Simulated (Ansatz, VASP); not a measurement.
# CdS: VASP beside Ansatz

Contents of INCAR:

```
SYSTEM = CdS
PREC = Accurate
ENCUT = 520
EDIFF = 1E-7
ISMEAR = -1
SIGMA = 0.02
LREAL = .FALSE.
LASPH = .TRUE.
NELM = 60
ALGO = Normal
ISIF = 2
LWAVE = .FALSE.
LCHARG = .FALSE.
GGA = PE
NBANDS = 16
```

Contents of KPOINTS:

```
regular mesh
0
G
  8 8 8
  0 0 0
```

POSCAR

```
CdS
1.0
   -0.0221420851      2.9170727549      2.9170727549
    2.9170727549     -0.0221420851      2.9170727549
    2.9170727549      2.9170727549     -0.0221420851
Cd S
1 1
Direct
   -0.0008658327     -0.0008658327     -0.0008658327
    0.2508658327      0.2508658327      0.2508658327
```

Input for Ansatz:

```yaml
crystal:
  lattice:
    - [-0.0221420851, 2.9170727549, 2.9170727549]
    - [2.9170727549, -0.0221420851, 2.9170727549]
    - [2.9170727549, 2.9170727549, -0.0221420851]
  atoms:
    - { symbol: Cd, position: [-0.0008658327, -0.0008658327, -0.0008658327] }
    - { symbol: S, position: [0.2508658327, 0.2508658327, 0.2508658327] }
kpoints:
  mp_grid: { grid: [8, 8, 8] }
  band_path:
    path:
      - [0.0, 0.0, 0.0]
      - [-0.5, -0.5, 0.0]
      - [-0.375, -0.375, 0.25]
      - [-0.375, 0.0, 0.375]
      - [0.0, 0.0, 0.5]
      - [-0.5, -0.25, 0.25]
    npoints: 1
hamiltonian:
  xc: pbe
scf:
  occupations: { method: fermi_dirac, width: 0.02 }
  n_extra_bands: 4
output:
  forces: true
  stress: true
  eigenvalues: true
```

Change from the starting cell: shear_111 strain -1.1%.

Alike in both runs: task single point; functional PBE; k mesh 8 × 8 × 8; occupations fermi-dirac, width 0.02 eV; no spin polarisation.

|  | VASP | Ansatz |
| --- | --- | --- |
| version | VASP 6.6.1 | Ansatz 0.2.0 |
| potentials or method | VASP PAW PBE potentials, release 64 (Cd, S) | plane waves, PAW |
| plane-wave cutoff (eV) | 520 | 420 |
| valence electrons in the cell | 18 | 26 |

Ansatz gave:

| Quantity | Value |
| --- | --- |
| gap on the k mesh at the Fermi level (eV) | 1.09 |
| pressure (GPa) | 2.1 |
| traceless stress, the component that is largest in VASP (GPa) | 0.19 |

Task: Estimate VASP's values.

Result: gap on the k mesh at the Fermi level (eV): 1.09; pressure (GPa): 2.4; traceless stress, the component that is largest in VASP (GPa): 0.19.

With one functional, cell and mesh, what is left measures potentials, basis and numerics. VASP's potentials hold 18 valence electrons a cell and Ansatz's 26, so a difference there can come from the potentials and not from the codes.
